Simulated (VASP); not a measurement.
# BAs (F-43m) in VASP: further runs

The runs below take BAs through vibrations by perturbation theory, elastic constants, with LDA, PBE.

All numbers are computed with VASP 6.6.1; they aren't measurements. Logs are shortened: lines on timing, memory, paths and dates and some standing lists are left out, and cuts for length are marked.

## (1) The cell of the first run

The structure is cubic, space group F-43m (No. 216). The conventional cell has a = 4.777 Å, b = 4.777 Å, c = 4.777 Å, α = 90.00°, β = 90.00°, γ = 90.00°. As (site symmetry -43m) has 4 B at 2.07 Å within 2.7 Å. B (site symmetry -43m) has 4 As at 2.07 Å within 2.7 Å.

## (2) Vibrations by perturbation theory, LDA

Input file INCAR:

```
PREC = Accurate ; ENCUT = 500
EDIFF = 1E-8 ; ISMEAR = 0
SIGMA = 0.01 ; LREAL = False
LASPH = True ; NELM = 120
ALGO = Normal ; ISIF = 2
LWAVE = False ; LCHARG = False
GGA = CA ; NBANDS = 11
IBRION = 8 ; NSW = 1
LEPSILON = True ; GGA_COMPAT = False
```

Input file KPOINTS:

```
regular mesh
0
Gamma
  7 7 7
```

Input file POSCAR:

```
BAs
1.0
    0.0000000000      2.3885000000      2.3885000000
    2.3885000000      0.0000000000      2.3885000000
    2.3885000000      2.3885000000      0.0000000000
As B
1 1
Direct
    0.7500000000      0.7500000000      0.7500000000
    0.0000000000      0.0000000000      0.0000000000
```

Potentials or basis: VASP PAW LDA potentials, release 64 (As, B).

Command:

```sh
> cat potpaw_LDA.64/As/POTCAR potpaw_LDA.64/B/POTCAR > POTCAR
> mpirun -np 1 vasp_std > vasp.out
```

OUTCAR:

```text
PREC = Accurate
   ENCUT = 500
   EDIFF = 1E-8
   ISMEAR = 0
   LREAL = False
   LASPH = True
   NELM = 120
   ISIF = 2
   GGA = CA
   IBRION = 8
   NSW = 1
   LEPSILON = True

 ion  position               nearest neighbor table
   1  0.750  0.750  0.750-   2 2.07   2 2.07   2 2.07   2 2.07
   2  0.000  0.000  0.000-   1 2.07   1 2.07   1 2.07   1 2.07

  LATTYP: Found a face centered cubic cell.
 ALAT       =     4.7770000000

  Lattice vectors:

 A1 = (   0.0000000000,   2.3885000000,   2.3885000000)
 A2 = (   2.3885000000,   0.0000000000,   2.3885000000)
 A3 = (   2.3885000000,   2.3885000000,   0.0000000000)

Analysis of symmetry for initial positions (statically):
=====================================================================
 Subroutine PRICEL returns:
 Original cell was already a primitive cell.

 Routine SETGRP: Setting up the symmetry group for a
 face centered cubic supercell.

 Subroutine GETGRP returns: Found 24 space group operations
 (whereof 24 operations were pure point group operations)
 out of a pool of 48 trial point group operations.

The static configuration has the point symmetry T_d .

Analysis of symmetry for dynamics (positions and initial velocities):
=====================================================================
 Subroutine PRICEL returns:
 Original cell was already a primitive cell.

 Routine SETGRP: Setting up the symmetry group for a
 face centered cubic supercell.

 Subroutine GETGRP returns: Found 24 space group operations
 (whereof 24 operations were pure point group operations)
 out of a pool of 48 trial point group operations.

The dynamic configuration has the point symmetry T_d .

 Subroutine INISYM returns: Found 24 space group operations
 (whereof 24 operations are pure point group operations),
 and found     1 'primitive' translations

----------------------------------------------------------------------------------------

                                     Primitive cell

[... 505 lines left out ...]
 ------------------------------------------------------
          10.520447    -0.000000     0.000000
           0.000000    10.520447    -0.000000
          -0.000000     0.000000    10.520447
 ------------------------------------------------------

 PIEZOELECTRIC TENSOR (including local field effects)  for field in x, y, z        (e  Angst)
          XX          YY          ZZ          XY          YZ          ZX
  --------------------------------------------------------------------------------
  x     0.00000     0.00000     0.00000     0.00000    -0.11469     0.00000
  y     0.00000     0.00000    -0.00000     0.00000     0.00000    -0.11469
  z     0.00000     0.00000     0.00000    -0.11469     0.00000     0.00000

 PIEZOELECTRIC TENSOR (including local field effects)  for field in x, y, z        (C/m^2)
          XX          YY          ZZ          XY          YZ          ZX
  --------------------------------------------------------------------------------
  x     0.00000     0.00000     0.00000     0.00000    -0.06742     0.00000
  y     0.00000     0.00000    -0.00000     0.00000     0.00000    -0.06742
  z     0.00000     0.00000     0.00000    -0.06742     0.00000     0.00000

 BORN EFFECTIVE CHARGES (including local field effects) (in |e|, cummulative output)
 ---------------------------------------------------------------------------------
 ion    1
    1     0.47997     0.00000     0.00000
    2     0.00000     0.47997     0.00000
    3     0.00000     0.00000     0.47997
 ion    2
    1    -0.47997     0.00000     0.00000
    2     0.00000    -0.47997     0.00000
    3     0.00000     0.00000    -0.47997

 INTERNAL STRAIN TENSOR FOR ION    2 for displacements in x,y,z  (eV/Angst):
          X           Y           Z          XY          YZ          ZX
  --------------------------------------------------------------------------------
  x    -0.00000     0.00000     0.00000     0.00000    -6.71169     0.00000
  y     0.00000     0.00000     0.00000     0.00000     0.00000    -6.71169
  z     0.00000     0.00000    -0.00000    -6.71169     0.00000     0.00000

 SECOND DERIVATIVES (NOT SYMMETRIZED)
 ------------------------------------
               1X          1Y          1Z          2X          2Y          2Z
  1X   -16.335579    0.000000    0.000000   16.335579    0.000000    0.000000
  1Y     0.000000  -16.335579    0.000000    0.000000   16.335579    0.000000
  1Z     0.000000    0.000000  -16.335579    0.000000    0.000000   16.335579
  2X    16.340328    0.000000    0.000000  -16.340328    0.000000    0.000000
  2Y     0.000000   16.340328    0.000000    0.000000  -16.340328    0.000000
  2Z     0.000000    0.000000   16.340328    0.000000    0.000000  -16.340328

 Eigenvectors and eigenvalues of the dynamical matrix
 ----------------------------------------------------

   1 f  =   20.559358 THz   129.178255 2PiTHz  685.786357 cm-1    85.026633 meV
             X         Y         Z           dx          dy          dz
      3.582750  3.582750  3.582750     0.000000    0.355062    0.000000
      0.000000  0.000000  0.000000     0.000000   -0.934843    0.000000
[... 21 lines left out ...]
   6 f/i=    0.000992 THz     0.006231 2PiTHz    0.033080 cm-1     0.004101 meV
             X         Y         Z           dx          dy          dz
      3.582750  3.582750  3.582750     0.000000    0.000000    0.934843
      0.000000  0.000000  0.000000     0.000000    0.000000    0.355062

--------------------------------------------------------------------------------------------------------

 MACROSCOPIC STATIC DIELECTRIC TENSOR IONIC CONTRIBUTION
 ------------------------------------------------------
           0.093625     0.000000     0.000000
           0.000000     0.093625     0.000000
           0.000000     0.000000     0.093625
 ------------------------------------------------------

 ELASTIC MODULI CONTR FROM IONIC RELAXATION (kBar)
 Direction    XX          YY          ZZ          XY          YZ          ZX
 --------------------------------------------------------------------------------
 XX          -0.0000      0.0000     -0.0000     -0.0000     -0.0000     -0.0000
 YY           0.0000     -0.0000     -0.0000     -0.0000     -0.0000      0.0000
 ZZ          -0.0000     -0.0000     -0.0000     -0.0000     -0.0000     -0.0000
 XY          -0.0000     -0.0000     -0.0000   -154.4874      0.0000      0.0000
 YZ          -0.0000     -0.0000     -0.0000      0.0000   -154.4874      0.0000
 ZX          -0.0000      0.0000     -0.0000      0.0000      0.0000   -154.4874
 --------------------------------------------------------------------------------

 PIEZOELECTRIC TENSOR IONIC CONTR  for field in x, y, z        (C/m^2)
          XX          YY          ZZ          XY          YZ          ZX
  --------------------------------------------------------------------------------
  x     0.00000     0.00000     0.00000     0.00000     0.11317     0.00000
  y     0.00000    -0.00000     0.00000     0.00000     0.00000     0.11317
  z     0.00000     0.00000     0.00000     0.11317     0.00000     0.00000
```

OSZICAR:

```text
N       E                     dE             d eps       ncg     rms          rms(c)
DAV:   1     0.105475799689E+02    0.10548E+02   -0.37916E+03   440   0.621E+02
DAV:   2    -0.128706419357E+02   -0.23418E+02   -0.22234E+02   564   0.101E+02
DAV:   3    -0.136371393761E+02   -0.76650E+00   -0.76520E+00   563   0.176E+01
DAV:   4    -0.136391933363E+02   -0.20540E-02   -0.20539E-02   491   0.104E+00
[... 133 lines left out ...]
RMM:   6    -0.407607478213E-01    0.12298E-05    0.16980E-06  2391   0.485E-04    0.266E-04
RMM:   7    -0.407602005583E-01    0.54726E-06    0.59714E-07  2443   0.213E-04    0.479E-05
RMM:   8    -0.407603462767E-01   -0.14572E-06   -0.21579E-08  2451   0.292E-05    0.110E-05
RMM:   9    -0.407603066466E-01    0.39630E-07   -0.48054E-08  2534   0.929E-06    0.183E-06
RMM:  10    -0.407603019662E-01    0.46805E-08    0.33504E-09  2159   0.140E-06    0.312E-07
 Linear response finished
```

stdout:

```text
POSCAR found type information on POSCAR AsB
 POSCAR found :  2 types and       2 ions
 scaLAPACK will be used
 LDA part: xc-table for (Slater(with rela. corr.)+CA(PZ))
 , standard interpolation
 POSCAR, INCAR and KPOINTS ok, starting setup
 FFT: planning ... GRIDC
 FFT: planning ... GRID_SOFT
 FFT: planning ... GRID
[... 24 lines left out ...]
 Linear response to external field, progress :
  Direction:   3
 dielectric tensor                  component  3 :     2.373     2.454    10.520
 Linear response DOF=           2
 Linear response progress:
 first order change of Fermi-energy   0.15742E-03
 force on displaced ion       1 direction 1 : -16.336   0.000   0.000
 Born effective charge ion    1 direction 1 :   0.381   0.000   0.000
 Linear response progress:
 first order change of Fermi-energy  -0.50594E-05
 force on displaced ion       2 direction 1 : -16.340  -0.000  -0.000
 Born effective charge ion    2 direction 1 :  -0.585   0.000   0.000
 Born effective charges drift removed
 Linear response finished
```

Wall time 3 min (1 thread of Intel Xeon Platinum 8259CL at 2.50GHz (Skylake/Cascade Lake), shared host); peak memory 0.19 GiB.

What came out:

```yaml
Electronic_dielectric_tensor_diagonal: 10.52
Born_charges_mean_of_the_diagonal: As +0.48; B -0.48 e
Highest_phonon_frequency_at_Γ_LO-TO_splitting_left_out: 686 cm⁻¹
```

Phonon frequencies in cm⁻¹ (negative: imaginary):
```
              q point        frequencies
(0.000, 0.000, 0.000)  0 0 0 686 686 686
```

Electronic dielectric tensor:
```
10.52  0.00  0.00
 0.00 10.52  0.00
 0.00  0.00 10.52
```

Born effective charge tensors (e):
atom 1, As
```
0.48 0.00 0.00
0.00 0.48 0.00
0.00 0.00 0.48
```
atom 2, B
```
-0.48  0.00  0.00
 0.00 -0.48  0.00
 0.00  0.00 -0.48
```

Caveat: the cell stands under pressure or tension, which shifts response properties.

## (3) Elastic constants, LDA

Input file INCAR:

```
PREC = Accurate ; ENCUT = 500
EDIFF = 1E-8 ; ISMEAR = 0
SIGMA = 0.01 ; LREAL = F
LASPH = T ; NELM = 120
ALGO = Normal ; ISIF = 3
LWAVE = F ; LCHARG = F
GGA = CA ; IBRION = 6
NFREE = 2 ; POTIM = 0.015
NSW = 1 ; GGA_COMPAT = F
```

KPOINTS is that of step 2.

POSCAR is that of step 2.

Potentials or basis: VASP PAW LDA potentials, release 64 (As, B).

Command:

```sh
> cat potpaw_LDA.64/As/POTCAR potpaw_LDA.64/B/POTCAR > POTCAR
> mpirun -np 1 vasp_std > vasp.out
```

OUTCAR:

```text
PREC = Accurate
   ENCUT = 500
   EDIFF = 1E-8
   ISMEAR = 0
   LREAL = F
   LASPH = T
   NELM = 120
   ISIF = 3
   GGA = CA
   IBRION = 6
   NFREE = 2
   POTIM = 0.015
   NSW = 1

 ion  position               nearest neighbor table
   1  0.750  0.750  0.750-   2 2.07   2 2.07   2 2.07   2 2.07
   2  0.000  0.000  0.000-   1 2.07   1 2.07   1 2.07   1 2.07

  LATTYP: Found a face centered cubic cell.
 ALAT       =     4.7770000000

  Lattice vectors:

 A1 = (   0.0000000000,   2.3885000000,   2.3885000000)
 A2 = (   2.3885000000,   0.0000000000,   2.3885000000)
 A3 = (   2.3885000000,   2.3885000000,   0.0000000000)

Analysis of symmetry for initial positions (statically):
=====================================================================
[... 682 lines left out ...]
  x     0.00000     0.00000     0.00000     0.00000     6.77649     0.00000
  y     0.00000     0.00000     0.00000     0.00000     0.00000     6.77649
  z     0.00000     0.00000     0.00000     6.77649     0.00000     0.00000

 INTERNAL STRAIN TENSOR FOR ION    2 for displacements in x,y,z  (eV/Angst):
          X           Y           Z          XY          YZ          ZX
  --------------------------------------------------------------------------------
  x     0.00000     0.00000     0.00000     0.00000    -6.78489     0.00000
  y     0.00000     0.00000     0.00000     0.00000     0.00000    -6.78489
  z     0.00000     0.00000     0.00000    -6.78489     0.00000     0.00000

 Eigenvectors and eigenvalues of the dynamical matrix
 ----------------------------------------------------

   1 f  =   20.550346 THz   129.121635 2PiTHz  685.485771 cm-1    84.989366 meV
             X         Y         Z           dx          dy          dz
      3.582750  3.582750  3.582750     0.000000    0.355106    0.000000
      0.000000  0.000000  0.000000     0.000000   -0.934826    0.000000
[... 21 lines left out ...]
   6 f/i=    0.000009 THz     0.000056 2PiTHz    0.000296 cm-1     0.000037 meV
             X         Y         Z           dx          dy          dz
      3.582750  3.582750  3.582750     0.000000   -0.934826    0.000000
      0.000000  0.000000  0.000000     0.000000   -0.355106    0.000000

--------------------------------------------------------------------------------------------------------

 ELASTIC MODULI CONTR FROM IONIC RELAXATION (kBar)
 Direction    XX          YY          ZZ          XY          YZ          ZX
 --------------------------------------------------------------------------------
 XX          -0.0000     -0.0000     -0.0000      0.0000      0.0000      0.0000
 YY          -0.0000     -0.0000      0.0000      0.0000      0.0000      0.0000
 ZZ          -0.0000      0.0000     -0.0000      0.0000      0.0000     -0.0000
 XY           0.0000      0.0000      0.0000   -165.5727     -0.0000      0.0000
 YZ           0.0000      0.0000      0.0000     -0.0000   -165.5727      0.0000
 ZX           0.0000      0.0000     -0.0000      0.0000      0.0000   -165.5727
 --------------------------------------------------------------------------------

 TOTAL ELASTIC MODULI (kBar)
 Direction    XX          YY          ZZ          XY          YZ          ZX
 --------------------------------------------------------------------------------
 XX        2755.9342    690.1852    690.1852     -0.0000     -0.0000      0.0000
 YY         690.1852   2755.9342    690.1852     -0.0000     -0.0000      0.0000
 ZZ         690.1852    690.1852   2755.9342     -0.0000     -0.0000     -0.0000
 XY          -0.0000     -0.0000     -0.0000   1478.5499     -0.0000      0.0000
 YZ          -0.0000     -0.0000     -0.0000     -0.0000   1478.5499      0.0000
 ZX           0.0000      0.0000     -0.0000      0.0000      0.0000   1478.5499
 --------------------------------------------------------------------------------
```

Wall time 3.9 min (1 thread of Intel Xeon Platinum 8259CL at 2.50GHz (Skylake/Cascade Lake), shared host); peak memory 0.19 GiB.

What came out:

```yaml
Elastic_constants_C11_C12_C44: 276, 69, 148 GPa
Voigt_bulk_modulus: 138 GPa
Highest_phonon_frequency_at_Γ_LO-TO_splitting_left_out: 685 cm⁻¹
```

Phonon frequencies in cm⁻¹ (negative: imaginary):
```tsv
q point	frequencies
(0.000, 0.000, 0.000)	0 0 0 685 685 685
```

Elastic tensor in Voigt notation (GPa, in the Cartesian axes of the cell as first typed):
```
276  69  69   0   0   0
 69 276  69   0   0   0
 69  69 276   0   0   0
  0   0   0 148   0   0
  0   0   0   0 148   0
  0   0   0   0   0 148
```

Clamped-ion elastic tensor (GPa):
```
276  69  69   0   0   0
 69 276  69   0   0   0
 69  69 276   0   0   0
  0   0   0 164   0   0
  0   0   0   0 164   0
  0   0   0   0   0 164
```

Caveat: the cell is under stress, which shifts elastic constants.

## (4) Elastic constants, PBE

Input file INCAR:

```
SYSTEM = BAs
PREC = Accurate
ENCUT = 600
EDIFF = 1E-8
ISMEAR = -1
SIGMA = 0.05
LREAL = .False.
LASPH = .True.
NELM = 100
ALGO = Normal
ISIF = 3
LWAVE = .False.
LCHARG = .True.
GGA = PE
IBRION = 6
NFREE = 2
POTIM = 0.015
NSW = 1
```

Input file KPOINTS:

```
regular mesh
0
Gamma
  7 7 7
  0 0 0
```

POSCAR is that of step 3.

Potentials or basis: VASP PAW PBE potentials, release 64 (As, B).

Command:

```sh
> cat potpaw_PBE.64/As/POTCAR potpaw_PBE.64/B/POTCAR > POTCAR
> mpirun -np 1 vasp_std > vasp.out
```

Run time: 5 min. Hardware: 1 thread of Intel Xeon 8259CL, shared host; peak memory 0.21 GiB.

It converged, with:

| Property | Result |
| --- | --- |
| Elastic constants C11, C12, C44 | 280, 74, 151 GPa |
| Voigt bulk modulus | 143 GPa |
| Highest phonon frequency at Γ, LO-TO splitting left out | 697 cm⁻¹ |

Phonon frequencies in cm⁻¹ (negative: imaginary):
```tsv
q point	frequencies
(0.000, 0.000, 0.000)	0 0 0 697 697 697
```

Elastic tensor in Voigt notation (GPa, in the Cartesian axes of the cell as first typed):
```
280  74  74   0   0   0
 74 280  74   0   0   0
 74  74 280   0   0   0
  0   0   0 151   0   0
  0   0   0   0 151   0
  0   0   0   0   0 151
```

Clamped-ion elastic tensor (GPa):
```
280  74  74   0   0   0
 74 280  74   0   0   0
 74  74 280   0   0   0
  0   0   0 171   0   0
  0   0   0   0 171   0
  0   0   0   0   0 171
```

Caveat: the cell is under stress, which shifts elastic constants.
